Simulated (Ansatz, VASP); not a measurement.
## CuPt: VASP beside Ansatz

File INCAR:

```
SYSTEM = CuPt
PREC = Accurate ; ENCUT = 520
EDIFF = 1E-7 ; ISMEAR = -1
SIGMA = 0.1 ; LREAL = .False.
LASPH = .True. ; NELM = 150
ALGO = Normal ; ISIF = 2
LWAVE = .False. ; LCHARG = .True.
ISPIN = 2 ; MAGMOM = 0.7 0.6
LORBIT = 11 ; LMAXMIX = 4
GGA = CA ; LELF = .True.
LVHAR = .True. ; NBANDS = 22
```

Contents of KPOINTS:

```
regular mesh
0
Gamma
  14 14 14
  0 0 0
```

The input POSCAR:

```
CuPt
1.0
    1.3622969706      0.7865225227      4.2444549900
   -1.3622969706      0.7865225227      4.2444549900
    0.0000000000     -1.5730450454      4.2444549900
Cu Pt
1 1
Direct
    0.0000000000      0.0000000000      0.0000000000
    0.5000000000      0.5000000000      0.5000000000
```

Input for Ansatz:

```yaml
crystal:
  lattice:
    - [1.3622969706, 0.7865225227, 4.24445499]
    - [-1.3622969706, 0.7865225227, 4.24445499]
    - [0.0, -1.5730450454, 4.24445499]
  atoms:
    - { symbol: Cu, position: [0.0, 0.0, 0.0], spin: 0.7 }
    - { symbol: Pt, position: [0.5, 0.5, 0.5], spin: 0.6 }
magnetization:
  spin_polarized: true
kpoints:
  mp_grid: { grid: [14, 14, 14] }
scf:
  occupations: { method: fermi_dirac, width: 0.1 }
  lower_state_search: "off"
hamiltonian:
  xc: lda
  pseudopotentials: { kind: paw }
output:
  forces: true
  stress: true
  eigenvalues: true
  populations: true
  dos: { projected: true, de: 0.1, e_range: [-8, 5] }
  write_density: true
  write_potential: true
  elf: true
  volumetric_format: npy
```

Alike in both runs: task single point; functional LDA; k mesh 14 × 14 × 14; occupations fermi-dirac, width 0.1 eV; collinear spin.

|  | VASP | Ansatz |
| --- | --- | --- |
| version | VASP 6.6.1 | Ansatz 0.2.0 |
| potentials or method | VASP PAW LDA potentials, release 64 (Cu, Pt) | PAW with Ansatz's default frozen-core files, scalar-relativistic |
| plane-wave cutoff (eV) | 520 | 420 |
| valence electrons in the cell | 21 | 37 |

Ansatz gave:

* pressure (GPa): -9.7
* traceless stress, the component that is largest in VASP (GPa): 0.84
* net moment per atom (μB): 0.00

Q: What did VASP give for the same quantities?

A: Pressure (GPa): -9.0; traceless stress, the component that is largest in VASP (GPa): 0.85; net moment per atom (μB): 0.00.

LDA's correlation is that of Perdew and Zunger in VASP and of Perdew and Wang (1992) in Ansatz. VASP's potentials hold 21 valence electrons a cell and Ansatz's 37, so a difference there can come from the potentials and not from the codes. Ansatz's warnings: seeded moment not kept.

Neither program's run includes spin-orbit coupling.
